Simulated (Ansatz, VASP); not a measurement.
P in VASP and in Ansatz

```
P
1.0
     1.72573    0.99635    3.12968
    -1.72573    0.99635    3.12968
     0.00000   -1.99270    3.12968
P
2
Cartesian
  0.0000 0.0000 7.2570
  0.0000 0.0000 2.1321
```

Alike in both runs: task single point; functional PBE; k mesh 9 × 9 × 9; occupations gaussian, width 0.02 eV; no spin polarisation.

|  | VASP | Ansatz |
| --- | --- | --- |
| version | VASP 6.6.1 | Ansatz 0.2.0 |
| potentials or method | VASP PAW PBE potentials, release 64 (P), cutoff 520 eV | all-electron LAPW, scalar-relativistic |

VASP gave:

* gap on the k mesh at the Fermi level (eV): none
* pressure (GPa): 1.5
* traceless stress, the component that is largest in VASP (GPa): -1.03
* rms of the force components (eV/Å): 0.105

**Question.** Which values does Ansatz return?

**Answer.** gap on the k mesh at the Fermi level (eV): none; pressure (GPa): 1.9; traceless stress, the component that is largest in VASP (GPa): -1.23; rms of the force components (eV/Å): 0.127.

Atom by atom the forces differ by 0.021 eV/Å (rms over components). A gap of «none» marks a metal or a gap that the smearing closes. Ansatz ran all-electron here, and VASP with PAW potentials.
